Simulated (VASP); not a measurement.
# ZnS (P3m1) in VASP: notebook

The runs below take ZnS through single point, with PBE.

Program: VASP 6.6.1. These are calculated values, not measurements. Logs are shortened: lines on timing, memory, paths and dates and some standing lists are left out, and cuts for length are marked.

## (1) The cell of the first run

The structure is trigonal, space group P3m1 (No. 156). Conventional cell: a = 3.847 Å, b = 3.847 Å, c = 12.590 Å, α = 90.00°, β = 90.00°, γ = 120.00°. Zn (site symmetry 3m) has 4 S at 2.02 to 2.38 Å within 2.7 Å. Zn (site symmetry 3m) has 4 S at 2.33 to 2.70 Å within 3.1 Å. Within 3.1 Å of Zn (site symmetry 3m) lie 4 S at 2.31 to 2.48 Å. Zn (site symmetry 3m) has 4 S at 2.27 to 2.42 Å within 3.0 Å. Within 2.7 Å of S (site symmetry 3m) lie 4 Zn at 2.02 to 2.48 Å. Within 3.0 Å of S (site symmetry 3m) lie 4 Zn at 2.27 to 2.70 Å. S (site symmetry 3m) has 4 Zn at 2.31 to 2.33 Å within 3.1 Å. S (site symmetry 3m) has 4 Zn at 2.38 to 2.42 Å within 3.1 Å.

## (2) Single point, PBE (atoms displaced along a vibrational mode)

INCAR reads:

```
  PREC = Accurate
  ENCUT = 520
  EDIFF = 1E-7
  ISMEAR = 0
  SIGMA = 0.05
  LREAL = False
  LASPH = True
  NELM = 100
  ALGO = Normal
  ISIF = 2
  LWAVE = False
  LCHARG = False
  GGA = PE
  NBANDS = 46
```

KPOINTS reads:

```
Automatic mesh
0
Gamma
  12 12 2
```

POSCAR reads:

```
ZnS
1.0
    3.8467234434      0.0000000000      0.0000000000
   -1.9233617217      3.3313602233      0.0000000000
    0.0000000000      0.0000000000     12.5902250239
Zn S
4 4
Direct
    0.0000000000      0.0000000000      0.0061961359
    0.0000000000      0.0000000000      0.4939045579
    0.3333333333      0.6666666667      0.2542527562
    0.6666666667      0.3333333333      0.7457962712
    0.0000000000      0.0000000000      0.1664401896
    0.0000000000      0.0000000000      0.7081392060
    0.3333333333      0.6666666667      0.4376371548
    0.6666666667      0.3333333333      0.9376337282
```

Potentials or basis: VASP PAW PBE potentials, release 64 (Zn, S).

Started as:

```sh
> cat potpaw_PBE.64/Zn/POTCAR potpaw_PBE.64/S/POTCAR > POTCAR
> mpirun -np 1 vasp_std > vasp.out
```

OUTCAR:

```text
PREC = Accurate
   ENCUT = 520
   EDIFF = 1E-7
   ISMEAR = 0
   LREAL = False
   LASPH = True
   NELM = 100
   ISIF = 2
   GGA = PE

 ion  position               nearest neighbor table
   1  0.000  0.000  0.006-   5 2.02   8 2.38   8 2.38   8 2.38
   2  0.000  0.000  0.494-   7 2.33   7 2.33   7 2.33   6 2.70
   3  0.333  0.667  0.254-   7 2.31   5 2.48   5 2.48   5 2.48
   4  0.667  0.333  0.746-   6 2.27   6 2.27   6 2.27   8 2.42
   5  0.000  0.000  0.166-   1 2.02   3 2.48   3 2.48   3 2.48
   6  0.000  0.000  0.708-   4 2.27   4 2.27   4 2.27   2 2.70
   7  0.333  0.667  0.438-   3 2.31   2 2.33   2 2.33   2 2.33
   8  0.667  0.333  0.938-   1 2.38   1 2.38   1 2.38   4 2.42

  LATTYP: Found a hexagonal cell.
 ALAT       =     3.8467234434
 C/A-ratio  =     3.2729737942

  Lattice vectors:

 A1 = (   3.8467234434,   0.0000000000,   0.0000000000)
 A2 = (  -1.9233617217,   3.3313602233,   0.0000000000)
 A3 = (   0.0000000000,   0.0000000000,  12.5902250239)

Analysis of symmetry for initial positions (statically):
=====================================================================
 Subroutine PRICEL returns:
 Original cell was already a primitive cell.

 Routine SETGRP: Setting up the symmetry group for a
 hexagonal supercell.

 Subroutine GETGRP returns: Found  6 space group operations
 (whereof  6 operations were pure point group operations)
 out of a pool of 24 trial point group operations.

The static configuration has the point symmetry C_3v.

Analysis of symmetry for dynamics (positions and initial velocities):
=====================================================================
 Subroutine PRICEL returns:
 Original cell was already a primitive cell.

 Routine SETGRP: Setting up the symmetry group for a
 hexagonal supercell.

 Subroutine GETGRP returns: Found  6 space group operations
 (whereof  6 operations were pure point group operations)
 out of a pool of 24 trial point group operations.

The dynamic configuration has the point symmetry C_3v.

 Subroutine INISYM returns: Found  6 space group operations
 (whereof  6 operations are pure point group operations),
 and found     1 'primitive' translations

----------------------------------------------------------------------------------------

                                     Primitive cell

  volume of cell :     161.3415

  direct lattice vectors                    reciprocal lattice vectors
     3.846723443  0.000000000  0.000000000     0.259961501  0.150088843  0.000000000
    -1.923361722  3.331360223  0.000000000     0.000000000  0.300177685  0.000000000
     0.000000000  0.000000000 12.590225024     0.000000000  0.000000000  0.079426698

  length of vectors
     3.846723443  3.846723443 12.590225024     0.300177685  0.300177685  0.079426698

  position of ions in fractional coordinates (direct lattice)
     0.000000000  0.000000000  0.006196136
     0.000000000  0.000000000  0.493904558
     0.333333333  0.666666667  0.254252756
     0.666666667  0.333333333  0.745796271
     0.000000000  0.000000000  0.166440190
     0.000000000  0.000000000  0.708139206
     0.333333333  0.666666667  0.437637155
     0.666666667  0.333333333  0.937633728

  ion indices of the primitive-cell ions
   primitive index   ion index
                 1           1
                 2           2
                 3           3
                 4           4
                 5           5
                 6           6
                 7           7
                 8           8

----------------------------------------------------------------------------------------

 KPOINTS: Automatic mesh

Automatic generation of k-mesh.
 Grid dimensions read from file:
 generate k-points for:   12   12    2

 Generating k-lattice:

  Cartesian coordinates                     Fractional coordinates (reciprocal lattice)
     0.021663458  0.012507404  0.000000000     0.083333333 -0.000000000  0.000000000
     0.000000000  0.025014807  0.000000000     0.000000000  0.083333333  0.000000000
     0.000000000  0.000000000  0.039713349     0.000000000  0.000000000  0.500000000

  Length of vectors
     0.025014807  0.025014807  0.039713349

  Shift w.r.t. Gamma in fractional coordinates (k-lattice)
     0.000000000  0.000000000  0.000000000

 Subroutine IBZKPT returns following result:
 ===========================================

 Found     38 irreducible k-points:

 Following reciprocal coordinates:
            Coordinates               Weight
  0.000000  0.000000  0.000000      1.000000
  0.083333  0.000000  0.000000      6.000000
  0.166667  0.000000  0.000000      6.000000
  0.250000  0.000000  0.000000      6.000000
  0.333333  0.000000  0.000000      6.000000
  0.416667 -0.000000  0.000000      6.000000
[... 16 lines left out ...]
  0.250000  0.000000  0.500000      6.000000
  0.333333  0.000000  0.500000      6.000000
 [... further k-points ...]
   k-points           NKPTS =     38   k-points in BZ     NKDIM =     38   number of bands    NBANDS=     46
   number of dos      NEDOS =    301   number of ions     NIONS =      8
   total plane-waves  NPLWV =  86400
   dimension x,y,z NGX =    30 NGY =   30 NGZ =   96
   dimension x,y,z NGXF=    60 NGYF=   60 NGZF=  192
   ions per type =               4   4
   NGX,Y,Z   is equivalent  to a cutoff of  12.97, 12.97, 12.68 a.u.
   NGXF,Y,Z  is equivalent  to a cutoff of  25.93, 25.93, 25.35 a.u.
 SYSTEM =  unknown system
   PREC   = accura    normal or accurate (medium, high low for compatibility)
   ISTART =      0    job   : 0-new  1-cont  2-samecut
   ICHARG =      2    charge: 1-file 2-atom 10-const
   ISPIN  =      1    spin polarized calculation?
   LNONCOLLINEAR =      F non collinear calculations
   LSORBIT =      F    spin-orbit coupling
   LASPH  =      T    aspherical Exc in radial PAW
   ENCUT  =  520.0 eV  38.22 Ry    6.18 a.u.   7.15  7.15 23.41*2*pi/ulx,y,z
   NELM   =    100;   NELMIN=  2; NELMDL= -5     # of ELM steps
   EDIFF  = 0.1E-06   stopping-criterion for ELM
   LREAL  =      F    real-space projection
   EDIFFG = 0.1E-05   stopping-criterion for IOM
   NSW    =      0    number of steps for IOM
   IBRION =     -1    ionic relax: 0-MD 1-quasi-New 2-CG
   NFREE  =      0    steps in history (QN), initial steepest desc. (CG)
   ISIF   =      2    stress and relaxation
   ISYM   =      2    0-nonsym 1-usesym 2-fastsym
   POTIM  = 0.5000    time-step for ionic-motion
   TEBEG  =    0.0;   TEEND  =   0.0 temperature during run
   PSTRESS=    0.0 pullay stress
   NELECT =      72.0000    total number of electrons
   NUPDOWN=      -1.0000    fix difference up-down
   EMIN   =  10.00;   EMAX   =-10.00  energy-range for DOS
   EFERMI =   0.00;   METHOD = LEGACY
   ISMEAR =     0;   SIGMA  =   0.05  broadening in eV -4-tet -1-fermi 0-gaus
   EFERMI_NEDOS =   21; number of points for ismear=-14 and -15
   IALGO  =     38    algorithm
   IMIX   =      4    mixing-type and parameters
     AMIX     =   0.40;   BMIX     =  1.00
     AMIX_MAG =   1.60;   BMIX_MAG =  1.00
  volume/ion in A,a.u.               =      20.17       136.10
  Fermi-wavevector in a.u.,A,eV,Ry     =   1.251037  2.364118 21.294406  1.565095
  Thomas-Fermi vector in A             =   2.385004
   LORBIT       =      0    0 simple, 1 ext, 2 COOP (PROOUT), +10 PAW based schemes
   GGA     = PE    functional components
   LHFCALC =     F    Hartree Fock is set to
   AEXX    =    0.0000 exact exchange contribution
   IVDW    =     0    specifies the selected vdW correction
   LEPSILON=     F    determine dielectric tensor
   LRPA    =     F    only Hartree local field effects (RPA)
 non-spin polarized calculation
 Gauss-broadening in eV      SIGMA  =   0.05
  energy-cutoff  :      520.00
  volume of cell :      161.34
 maximum number of plane-waves:      4389
 NGX is ok and might be reduce to    30
   NGX = 15   NGY = 15   NGZ = 47

 number of electron      72.0000051 magnetization

 Free energy of the ion-electron system (eV)
  ---------------------------------------------------
  ext. energy  EPLUGINS =         0.00000000
  ---------------------------------------------------
  free energy    TOTEN  =       -26.24095531 eV

  energy without entropy =      -26.24095531  energy(sigma->0) =      -26.24095531

 E-fermi :   2.7095     XC(G=0):  -9.5242

 val. band max:        2.5063377629   @ k =   0.0000   0.0000   0.0000
 cond. band min:       3.5514067927   @ k =   0.0000   0.0000   0.0000
 fundamental gap:      1.0450690299
 Fermi energy:         2.7095354784

 k-point     1 :       0.0000    0.0000    0.0000
  band No.  band energies     occupation
      1     -11.7064      2.00000
      2     -10.8244      2.00000
      3     -10.7227      2.00000
      4      -9.5386      2.00000
      5      -5.1116      2.00000
      6      -5.1116      2.00000
[... 38 lines left out ...]
     45       8.4967      0.00000
     46       8.4967      0.00000

 k-point     2 :       0.0833    0.0000    0.0000
  band No.  band energies     occupation
      1     -11.6678      2.00000
      2     -10.7854      2.00000
      3     -10.6855      2.00000
      4      -9.5101      2.00000
      5      -5.1117      2.00000
      6      -5.0984      2.00000
[... 38 lines left out ...]
     45       8.3389      0.00000
     46       8.6692      0.00000

 k-point     3 :       0.1667    0.0000    0.0000
  band No.  band energies     occupation
      1     -11.5592      2.00000
      2     -10.6767      2.00000
      3     -10.5797      2.00000
      4      -9.4312      2.00000
      5      -5.1084      2.00000
      6      -5.0622      2.00000
[... 1018 lines left out ...]
     45       8.8345      0.00000
     46       8.9658      0.00000

 k-point    24 :       0.3333    0.0000    0.5000
  band No.  band energies     occupation
      1     -11.2335      2.00000
      2     -10.3746      2.00000
      3     -10.2364      2.00000
      4      -9.2111      2.00000
      5      -5.0636      2.00000
      6      -4.9630      2.00000
[... 38 lines left out ...]
     45       8.9545      0.00000
     46       9.4359      0.00000

 [... further k-points ...]

------------------------ aborting loop because EDIFF is reached ----------------------------------------

  FORCE on cell =-STRESS in cart. coord.  units (eV):
  Direction    XX          YY          ZZ          XY          YZ          ZX
  --------------------------------------------------------------------------------------
  -------------------------------------------------------------------------------------
  Total        0.7554437      0.7554437      5.2042797     -0.0000000      0.0000000     -0.0000000
  in kB        7.5018197      7.5018197     51.6803159     -0.0000000      0.0000000     -0.0000000
  external PRESSURE =      22.2279851 kB  Pullay stress =       0.0000000 kB

 VOLUME and BASIS-vectors are now :
 -----------------------------------------------------------------------------
  energy-cutoff  :      520.00
  volume of cell :      161.34
      direct lattice vectors                 reciprocal lattice vectors
     3.846723443  0.000000000  0.000000000     0.259961501  0.150088843  0.000000000
    -1.923361722  3.331360223  0.000000000     0.000000000  0.300177685  0.000000000
     0.000000000  0.000000000 12.590225024     0.000000000  0.000000000  0.079426698

 POSITION                                       TOTAL-FORCE (eV/Angst)
 -----------------------------------------------------------------------------------
      0.00000      0.00000      0.07801        -0.000000     -0.000000     -3.968850
      0.00000      0.00000      6.21837        -0.000000      0.000000      1.105451
     -0.00000      2.22091      3.20110         0.000000      0.000000     -1.473060
      1.92336      1.11045      9.38974        -0.000000     -0.000000      1.014062
      0.00000      0.00000      2.09552        -0.000000     -0.000000      5.389621
      0.00000      0.00000      8.91563         0.000000     -0.000000     -2.092347
     -0.00000      2.22091      5.50995         0.000000     -0.000000      0.036301
      1.92336      1.11045     11.80502        -0.000000     -0.000000     -0.011178
 -----------------------------------------------------------------------------------
    total drift:                                0.000001     -0.000002      0.000182

  FREE ENERGIE OF THE ION-ELECTRON SYSTEM (eV)
  ---------------------------------------------------
  free  energy   TOTEN  =       -26.2409553073 eV

  energy  without entropy=      -26.2409553073  energy(sigma->0) =      -26.24095531
```

Wall time 3 min (1 thread of AMD EPYC 9R45 (Zen 5), shared host); peak memory 0.36 GiB.

Results:

```yaml
Free_energy: -26.2410 eV
Pressure: 2.2 GPa
Largest_force: 5.390 eV/Å
Band_gap_on_the_k_mesh: 1.05 eV
```

Forces on the atoms (eV/Å):
```
Zn   0.000  0.000 -3.969
Zn   0.000  0.000  1.105
Zn   0.000  0.000 -1.473
Zn   0.000  0.000  1.014
S    0.000  0.000  5.390
S    0.000  0.000 -2.092
S    0.000  0.000  0.036
S    0.000  0.000 -0.011
```

Caveat: the cell differs from its parent crystal (atoms displaced along a vibrational mode); forces of over 1 eV/Å act on the atoms, so gaps and moduli don't describe the material at rest. A k mesh can miss the band edges.

## (3) Single point, PBE (atoms displaced along a vibrational mode)

INCAR reads:

```
SYSTEM = ZnS
ALGO = Normal ; EDIFF = 1E-7
ENCUT = 520 ; GGA = PE
ISIF = 2 ; ISMEAR = 0
LASPH = .True. ; LCHARG = .True.
LELF = .True. ; LREAL = .False.
LVHAR = .True. ; LWAVE = .False.
NBANDS = 46 ; NELM = 100
PREC = Accurate ; SIGMA = 0.05
```

KPOINTS reads:

```
k-points
0
Gamma
  12 12 2
  0 0 0
```

POSCAR reads:

```
ZnS
1.0
    3.8467234434      0.0000000000      0.0000000000
   -1.9233617217      3.3313602233      0.0000000000
    0.0000000000      0.0000000000     12.5902250239
Zn S
4 4
Direct
    0.0000000000      0.0000000000      0.0044401962
    0.0000000000      0.0000000000      0.4956604976
    0.3333333333      0.6666666667      0.2530446869
    0.6666666667      0.3333333333      0.7470043405
    0.0000000000      0.0000000000      0.1723971919
    0.0000000000      0.0000000000      0.7021822037
    0.3333333333      0.6666666667      0.4376366653
    0.6666666667      0.3333333333      0.9376342177
```

Potentials or basis: VASP PAW PBE potentials, release 64 (Zn, S).

Started as:

```sh
> cat potpaw_PBE.64/Zn/POTCAR potpaw_PBE.64/S/POTCAR > POTCAR
> mpirun -np 1 vasp_std > vasp.out
```

Run time: 3.1 min. Hardware: 1 thread of AMD EPYC 9R45 (Zen 5), shared host; peak memory 0.36 GiB.

Results (log left out):

- Free energy: -26.8289 eV
- Pressure: 1.2 GPa
- Largest force: 3.281 eV/Å
- Band gap on the k mesh: 1.43 eV

Forces on the atoms (eV/Å):
```
Zn   0.000  0.000 -2.278
Zn   0.000  0.000  0.926
Zn   0.000  0.000 -1.040
Zn   0.000  0.000  0.806
S    0.000  0.000  3.281
S    0.000  0.000 -1.703
S    0.000  0.000  0.013
S    0.000  0.000 -0.004
```

Stress tensor (GPa, compression positive):
```
0.48 0.00 0.00
0.00 0.48 0.00
0.00 0.00 2.54
```

Levels at points of the mesh, in eV from the valence-band top:
```
           k point  band 32  band 33  band 34  band 35  band 36  band 37  band 38  band 39  band 40  band 41
(0.00, 0.00, 0.00)    -0.80    -0.80    -0.30     0.00     0.00     1.43     2.46     3.01     3.63     5.46
(0.50, 0.00, 0.00)    -2.12    -1.87    -1.75    -1.21    -0.84     2.51     2.91     3.27     4.06     4.44
(0.00, 0.00, 0.50)    -0.99    -0.73    -0.73    -0.01    -0.01     1.94     2.59     2.77     3.50     5.21
(0.50, 0.00, 0.50)    -2.25    -1.91    -1.74    -1.41    -0.87     2.74     3.27     3.40     3.89     4.09
```

Caveat: the cell differs from its parent crystal (atoms displaced along a vibrational mode); forces of over 1 eV/Å act on the atoms, so gaps and moduli don't describe the material at rest. A k mesh can miss the band edges.
